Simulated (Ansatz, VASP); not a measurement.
**Two plane-wave programs on Cu**

```xyz
1
Lattice="0.0000 1.7881 1.7881 1.7881 0.0000 1.7881 1.7881 1.7881 0.0000" Properties=species:S:1:pos:R:3 pbc="T T T"
Cu    0.0000    0.0000    0.0000
```

Alike in both runs: task single point; functional r2SCAN; k mesh 15 × 15 × 15; occupations gaussian, width 1 eV; no spin polarisation.

|  | VASP | Ansatz |
| --- | --- | --- |
| version | VASP 6.6.1 | Ansatz 0.2.0 |
| potentials or method | VASP PAW PBE potentials, release 64 (Cu), cutoff 520 eV | plane waves (500 eV) with PAW, scalar-relativistic |
| valence electrons in the cell | 11 | 19 |

Ansatz gave:

| Property | Result |
| --- | --- |
| pressure (GPa) | 0.8 |

Task: Which values does VASP return?

Result: Pressure (GPa): 1.2.

VASP's potentials were made for PBE, not for r2SCAN. VASP's potentials hold 11 valence electrons a cell and Ansatz's 19, so a difference there can come from the potentials and not from the codes.
